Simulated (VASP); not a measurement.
# TaW2 (P6_3/mmc) in VASP: a series of runs

The runs below take TaW2 through single point, with PBE.

All numbers are computed with VASP 6.6.1; they aren't measurements. Logs are shortened: lines on timing, memory, paths and dates and some standing lists are left out, and cuts for length are marked.

## 1. The cell of the first run

It takes space group P6_3/mmc (No. 194, hexagonal). Conventional cell: a = 4.754 Å, b = 4.754 Å, c = 5.255 Å, α = 90.00°, β = 90.00°, γ = 120.00°. Within 3.5 Å of Ta (site symmetry -6m2) lie 11 W at 2.63 to 3.04 Å. Within 3.5 Å of W (site symmetry -3m) lie 8 W at 2.63 to 3.04 Å and 6 Ta at 3.04 Å. W (site symmetry -6m2) has 5 Ta at 2.63 to 2.74 Å and 6 W at 3.04 Å within 3.5 Å.

The cell was generated, and may not be a known phase.

## 2. Single point, PBE

INCAR reads:

```
SYSTEM = TaW2
  ALGO = Fast
  EDIFF = 1E-6
  ENCUT = 520
  GGA = PE
  ISIF = 2
  ISMEAR = 0
  LASPH = .TRUE.
  LCHARG = .FALSE.
  LREAL = .FALSE.
  LWAVE = .FALSE.
  NBANDS = 48
  NELM = 60
  PREC = Accurate
  SIGMA = 0.1
```

KPOINTS reads:

```
k-points
0
G
  6 6 4
  0 0 0
```

POSCAR reads:

```
TaW2
1.0
    4.7540102811      0.0000000000      0.0000000000
   -2.3770051405      4.1170936732      0.0000000000
    0.0000000000      0.0000000000      5.2546011411
Ta W
2 4
Direct
    0.3333333333      0.6666666667      0.2500000000
    0.6666666667      0.3333333333      0.7500000000
    0.0000000000      0.0000000000      0.0000000000
    0.0000000000      0.0000000000      0.5000000000
    0.3333333333      0.6666666667      0.7500000000
    0.6666666667      0.3333333333      0.2500000000
```

Potentials or basis: VASP PAW PBE potentials, release 64 (Ta_pv, W_sv).

Launch:

```bash
$ cat potpaw_PBE.64/Ta_pv/POTCAR potpaw_PBE.64/W_sv/POTCAR > POTCAR
$ mpirun -np 1 vasp_std > vasp.out
```

OUTCAR:

```text
SYSTEM = TaW2
   EDIFF = 1E-6
   ENCUT = 520
   GGA = PE
   ISIF = 2
   ISMEAR = 0
   LASPH = .TRUE.
   LREAL = .FALSE.
   NELM = 60
   PREC = Accurate

 ion  position               nearest neighbor table
   1  0.333  0.667  0.250-   5 2.63   5 2.63   6 2.74   6 2.74   6 2.74   3 3.04   4 3.04   4 3.04
                             3 3.04   4 3.04   3 3.04
   2  0.667  0.333  0.750-   6 2.63   6 2.63   5 2.74   5 2.74   5 2.74   3 3.04   4 3.04   3 3.04
                             4 3.04   3 3.04   4 3.04
   3  0.000  0.000  0.000-   4 2.63   4 2.63   1 3.04   5 3.04   6 3.04   2 3.04   1 3.04   5 3.04
                             2 3.04   6 3.04   2 3.04   6 3.04   1 3.04   5 3.04
   4  0.000  0.000  0.500-   3 2.63   3 2.63   1 3.04   5 3.04   6 3.04   2 3.04   1 3.04   5 3.04
                             2 3.04   6 3.04   2 3.04   6 3.04   1 3.04   5 3.04
   5  0.333  0.667  0.750-   1 2.63   1 2.63   2 2.74   2 2.74   2 2.74   3 3.04   4 3.04   4 3.04
                             3 3.04   4 3.04   3 3.04
   6  0.667  0.333  0.250-   2 2.63   2 2.63   1 2.74   1 2.74   1 2.74   3 3.04   4 3.04   3 3.04
                             4 3.04   3 3.04   4 3.04

  LATTYP: Found a hexagonal cell.
 ALAT       =     4.7540102811
 C/A-ratio  =     1.1052986490

  Lattice vectors:

 A1 = (   4.7540102811,   0.0000000000,   0.0000000000)
 A2 = (  -2.3770051405,   4.1170936732,   0.0000000000)
 A3 = (   0.0000000000,   0.0000000000,   5.2546011411)

Analysis of symmetry for initial positions (statically):
=====================================================================
 Subroutine PRICEL returns:
 Original cell was already a primitive cell.

 Routine SETGRP: Setting up the symmetry group for a
 hexagonal supercell.

 Subroutine GETGRP returns: Found 24 space group operations
 (whereof 12 operations were pure point group operations)
 out of a pool of 24 trial point group operations.

The static configuration has the point symmetry D_3d.
 The point group associated with its full space group is D_6h.

Analysis of symmetry for dynamics (positions and initial velocities):
=====================================================================
 Subroutine PRICEL returns:
 Original cell was already a primitive cell.

 Routine SETGRP: Setting up the symmetry group for a
 hexagonal supercell.

 Subroutine GETGRP returns: Found 24 space group operations
 (whereof 12 operations were pure point group operations)
 out of a pool of 24 trial point group operations.

The dynamic configuration has the point symmetry D_3d.
 The point group associated with its full space group is D_6h.

 Subroutine INISYM returns: Found 24 space group operations
 (whereof 12 operations are pure point group operations),
 and found     1 'primitive' translations

----------------------------------------------------------------------------------------

                                     Primitive cell

  volume of cell :     102.8468

  direct lattice vectors                    reciprocal lattice vectors
     4.754010281  0.000000000  0.000000000     0.210348725  0.121444893  0.000000000
    -2.377005141  4.117093673  0.000000000     0.000000000  0.242889786  0.000000000
     0.000000000  0.000000000  5.254601141     0.000000000  0.000000000  0.190309402

  length of vectors
     4.754010281  4.754010281  5.254601141     0.242889786  0.242889786  0.190309402

  position of ions in fractional coordinates (direct lattice)
     0.333333333  0.666666667  0.250000000
     0.666666667  0.333333333  0.750000000
     0.000000000  0.000000000  0.000000000
     0.000000000  0.000000000  0.500000000
     0.333333333  0.666666667  0.750000000
     0.666666667  0.333333333  0.250000000

  ion indices of the primitive-cell ions
   primitive index   ion index
                 1           1
                 2           2
                 3           3
                 4           4
                 5           5
                 6           6

----------------------------------------------------------------------------------------

 KPOINTS: k-points

Automatic generation of k-mesh.
 Grid dimensions read from file:
 generate k-points for:    6    6    4

 Generating k-lattice:

  Cartesian coordinates                     Fractional coordinates (reciprocal lattice)
     0.035058121  0.020240815  0.000000000     0.166666667  0.000000000  0.000000000
     0.000000000  0.040481631  0.000000000     0.000000000  0.166666667  0.000000000
     0.000000000  0.000000000  0.047577350     0.000000000  0.000000000  0.250000000

  Length of vectors
     0.040481631  0.040481631  0.047577350

  Shift w.r.t. Gamma in fractional coordinates (k-lattice)
     0.000000000  0.000000000  0.000000000

 Subroutine IBZKPT returns following result:
 ===========================================

 Found     21 irreducible k-points:

 Following reciprocal coordinates:
            Coordinates               Weight
  0.000000  0.000000  0.000000      1.000000
  0.166667  0.000000  0.000000      6.000000
  0.333333 -0.000000  0.000000      6.000000
  0.500000  0.000000  0.000000      3.000000
  0.166667  0.166667  0.000000      6.000000
  0.333333  0.166667  0.000000     12.000000
[... 13 lines left out ...]
  0.333333  0.166667  0.500000     12.000000
  0.333333  0.333333  0.500000      2.000000
   k-points           NKPTS =     21   k-points in BZ     NKDIM =     21   number of bands    NBANDS=     48
   number of dos      NEDOS =    301   number of ions     NIONS =      6
   total plane-waves  NPLWV =  51840
   dimension x,y,z NGX =    36 NGY =   36 NGZ =   40
   dimension x,y,z NGXF=    72 NGYF=   72 NGZF=   80
   ions per type =               2   4
   NGX,Y,Z   is equivalent  to a cutoff of  12.59, 12.59, 12.66 a.u.
   NGXF,Y,Z  is equivalent  to a cutoff of  25.18, 25.18, 25.31 a.u.
 SYSTEM =  TaW2
   PREC   = accura    normal or accurate (medium, high low for compatibility)
   ISTART =      0    job   : 0-new  1-cont  2-samecut
   ICHARG =      2    charge: 1-file 2-atom 10-const
   ISPIN  =      1    spin polarized calculation?
   LNONCOLLINEAR =      F non collinear calculations
   LSORBIT =      F    spin-orbit coupling
   LASPH  =      T    aspherical Exc in radial PAW
   ENCUT  =  520.0 eV  38.22 Ry    6.18 a.u.   8.84  8.84  9.77*2*pi/ulx,y,z
   NELM   =     60;   NELMIN=  2; NELMDL= -5     # of ELM steps
   EDIFF  = 0.1E-05   stopping-criterion for ELM
   LREAL  =      F    real-space projection
   EDIFFG = 0.1E-04   stopping-criterion for IOM
   NSW    =      0    number of steps for IOM
   IBRION =     -1    ionic relax: 0-MD 1-quasi-New 2-CG
   NFREE  =      0    steps in history (QN), initial steepest desc. (CG)
   ISIF   =      2    stress and relaxation
   ISYM   =      2    0-nonsym 1-usesym 2-fastsym
   POTIM  = 0.5000    time-step for ionic-motion
   TEBEG  =    0.0;   TEEND  =   0.0 temperature during run
   PSTRESS=    0.0 pullay stress
   NELECT =      78.0000    total number of electrons
   NUPDOWN=      -1.0000    fix difference up-down
   EMIN   =  10.00;   EMAX   =-10.00  energy-range for DOS
   EFERMI =   0.00;   METHOD = LEGACY
   ISMEAR =     0;   SIGMA  =   0.10  broadening in eV -4-tet -1-fermi 0-gaus
   EFERMI_NEDOS =   21; number of points for ismear=-14 and -15
   IALGO  =     68    algorithm
   IMIX   =      4    mixing-type and parameters
     AMIX     =   0.40;   BMIX     =  1.00
     AMIX_MAG =   1.60;   BMIX_MAG =  1.00
  volume/ion in A,a.u.               =      17.14       115.67
  Fermi-wavevector in a.u.,A,eV,Ry     =   1.492942  2.821251 30.325681  2.228875
  Thomas-Fermi vector in A             =   2.605405
   LORBIT       =      0    0 simple, 1 ext, 2 COOP (PROOUT), +10 PAW based schemes
   GGA     = PE    functional components
   LHFCALC =     F    Hartree Fock is set to
   AEXX    =    0.0000 exact exchange contribution
   IVDW    =     0    specifies the selected vdW correction
   LEPSILON=     F    determine dielectric tensor
   LRPA    =     F    only Hartree local field effects (RPA)
 non-spin polarized calculation
 RMM-DIIS sequential band-by-band and
 Gauss-broadening in eV      SIGMA  =   0.10
  energy-cutoff  :      520.00
  volume of cell :      102.85
 maximum number of plane-waves:      2792
 NGX is ok and might be reduce to    36
   NGX = 17   NGY = 17   NGZ = 19

 number of electron      77.9999991 magnetization

 Free energy of the ion-electron system (eV)
  ---------------------------------------------------
  ext. energy  EPLUGINS =         0.00000000
  ---------------------------------------------------
  free energy    TOTEN  =       -72.83803353 eV

  energy without entropy =      -72.79401256  energy(sigma->0) =      -72.81602305

 E-fermi :   8.9463     XC(G=0): -13.0742

 val. band max:        8.9290376354   @ k =   0.1667   0.1667   0.2500
 cond. band min:       8.9804608485   @ k =   0.0000   0.0000   0.2500
 fundamental gap:      0.0514232131
 Fermi energy:         8.9462505559

 k-point     1 :       0.0000    0.0000    0.0000
  band No.  band energies     occupation
      1     -65.0508      2.00000
      2     -64.9512      2.00000
      3     -64.8733      2.00000
      4     -64.8717      2.00000
      5     -29.8168      2.00000
      6     -29.3671      2.00000
[... 40 lines left out ...]
     47      12.0582      0.00000
     48      12.0582      0.00000

 k-point     2 :       0.1667    0.0000    0.0000
  band No.  band energies     occupation
      1     -65.0502      2.00000
      2     -64.9511      2.00000
      3     -64.8734      2.00000
      4     -64.8723      2.00000
      5     -29.8237      2.00000
      6     -29.3907      2.00000
[... 40 lines left out ...]
     47      12.2202      0.00000
     48      12.3437      0.00000

 k-point     3 :       0.3333   -0.0000    0.0000
  band No.  band energies     occupation
      1     -65.0490      2.00000
      2     -64.9511      2.00000
      3     -64.8738      2.00000
      4     -64.8733      2.00000
      5     -29.8385      2.00000
      6     -29.4289      2.00000
[... 40 lines left out ...]
     47      12.1700      0.00000
     48      12.3150      0.00000

 k-point     4 :       0.5000    0.0000    0.0000
  band No.  band energies     occupation
      1     -65.0484      2.00000
      2     -64.9511      2.00000
      3     -64.8742      2.00000
      4     -64.8735      2.00000
      5     -29.8463      2.00000
      6     -29.4454      2.00000
[... 805 lines left out ...]
     47      11.5813      0.00000
     48      11.5831      0.00000

 k-point    20 :       0.3333    0.1667    0.5000
  band No.  band energies     occupation
      1     -65.0000      2.00000
      2     -65.0000      2.00000
      3     -64.8741      2.00000
      4     -64.8741      2.00000
      5     -29.3420      2.00000
      6     -29.3420      2.00000
[... 40 lines left out ...]
     47      11.4654      0.00000
     48      11.4731      0.00000

 k-point    21 :       0.3333    0.3333    0.5000
  band No.  band energies     occupation
      1     -64.9998      2.00000
      2     -64.9998      2.00000
      3     -64.8743      2.00000
      4     -64.8743      2.00000
      5     -29.3516      2.00000
      6     -29.3516      2.00000
[... 40 lines left out ...]
     47      12.1142      0.00000
     48      12.1155      0.00000

------------------------ aborting loop because EDIFF is reached ----------------------------------------

  FORCE on cell =-STRESS in cart. coord.  units (eV):
  Direction    XX          YY          ZZ          XY          YZ          ZX
  --------------------------------------------------------------------------------------
  -------------------------------------------------------------------------------------
  Total        0.3104571      0.3104571      0.5773943      0.0000000      0.0000000      0.0000000
  in kB        4.8363931      4.8363931      8.9948202      0.0000000      0.0000000      0.0000000
  external PRESSURE =       6.2225355 kB  Pullay stress =       0.0000000 kB

 VOLUME and BASIS-vectors are now :
 -----------------------------------------------------------------------------
  energy-cutoff  :      520.00
  volume of cell :      102.85
      direct lattice vectors                 reciprocal lattice vectors
     4.754010281  0.000000000  0.000000000     0.210348725  0.121444893  0.000000000
    -2.377005141  4.117093673  0.000000000     0.000000000  0.242889786  0.000000000
     0.000000000  0.000000000  5.254601141     0.000000000  0.000000000  0.190309402

 POSITION                                       TOTAL-FORCE (eV/Angst)
 -----------------------------------------------------------------------------------
     -0.00000      2.74473      1.31365        -0.000000      0.000000      0.000000
      2.37701      1.37236      3.94095         0.000000     -0.000000     -0.000000
      0.00000      0.00000      0.00000         0.000000      0.000000      0.000000
      0.00000      0.00000      2.62730         0.000000      0.000000      0.000000
     -0.00000      2.74473      3.94095         0.000000     -0.000000      0.000000
      2.37701      1.37236      1.31365        -0.000000      0.000000      0.000000
 -----------------------------------------------------------------------------------
    total drift:                               -0.000000      0.000000      0.000000

  FREE ENERGIE OF THE ION-ELECTRON SYSTEM (eV)
  ---------------------------------------------------
  free  energy   TOTEN  =       -72.8380335299 eV

  energy  without entropy=      -72.7940125634  energy(sigma->0) =      -72.81602305
```

Wall time 65 s (1 thread of AMD EPYC 9R45 (Zen 5), shared host); peak memory 0.23 GiB.

What came out:

| Item | Value |
| --- | --- |
| Free energy | -72.8380 eV |
| Pressure | 0.6 GPa |
| Band gap on the k mesh | zero (bands 39 and 40 overlap by 0.89 eV) |

Stress tensor (GPa, compression positive):
```
0.48 0.00 0.00
0.00 0.48 0.00
0.00 0.00 0.90
```

Caveat: spin-orbit coupling is left out, which moves the levels of the heavy elements.

## 3. Single point, PBE

This run uses another cell than the first one, of 19.06 Å³/atom.

INCAR reads:

```
SYSTEM = TaW2
PREC = Accurate
ENCUT = 520
EDIFF = 1E-6
ISMEAR = 0
SIGMA = 0.1
LREAL = .FALSE.
LASPH = .TRUE.
NELM = 100
ALGO = Fast
ISIF = 2
LWAVE = .FALSE.
LCHARG = .TRUE.
GGA = PE
LELF = .TRUE.
LVHAR = .TRUE.
NBANDS = 48
```

KPOINTS reads:

```
regular mesh
0
G
  6 6 4
  0 0 0
```

POSCAR reads:

```
TaW2
1.0
    4.7274245200      0.0000000000      0.0000000000
   -2.3637122600      4.0940697300      0.0000000000
    0.0000000000      0.0000000000      5.9078369900
Ta W
2 4
Direct
    0.3333333300      0.6666666700      0.2500000000
    0.6666666700      0.3333333300      0.7500000000
    0.0000000000      0.0000000000      0.0000000000
    0.0000000000      0.0000000000      0.5000000000
    0.3333333300      0.6666666700      0.7500000000
    0.6666666700      0.3333333300      0.2500000000
```

Potentials or basis: VASP PAW PBE potentials, release 64 (Ta_pv, W_sv).

Launch:

```bash
$ cat potpaw_PBE.64/Ta_pv/POTCAR potpaw_PBE.64/W_sv/POTCAR > POTCAR
$ mpirun -np 1 vasp_std > vasp.out
```

Run time: 82 s. Hardware: 1 thread of AMD EPYC 9R45 (Zen 5), shared host; peak memory 0.25 GiB.

Results (log left out):

```
Free energy            : -70.8170 eV
Pressure               : -19.4 GPa
Band gap on the k mesh : zero (bands 39 and 40 overlap by 0.97 eV)
```

Stress tensor (GPa, compression positive):
```
 -9.61   0.00   0.00
  0.00  -9.61   0.00
  0.00   0.00 -38.94
```

Levels at points of the mesh, in eV from the Fermi level:
| k point | band 36 | band 37 | band 38 | band 39 | band 40 | band 41 | band 42 | band 43 |
| --- | --- | --- | --- | --- | --- | --- | --- | --- |
| (0.00, 0.00, 0.00) | -0.62 | 0.08 | 0.08 | 0.39 | 0.39 | 0.44 | 0.44 | 1.01 |
| (0.50, 0.00, 0.00) | -0.97 | -0.67 | -0.29 | -0.25 | -0.09 | 0.11 | 0.73 | 1.17 |
| (0.00, 0.00, 0.50) | 0.27 | 0.27 | 0.27 | 0.69 | 0.69 | 0.72 | 0.72 | 0.72 |
| (0.50, 0.00, 0.50) | -1.35 | -1.02 | -1.02 | -0.08 | -0.08 | 0.03 | 0.03 | 1.10 |

Caveat: the stress differs along the axes, from -39 to -10 GPa; spin-orbit coupling is left out, which moves the levels of the heavy elements.

The gap in the log of VASP goes by the Fermi energy; the results here count the filled bands.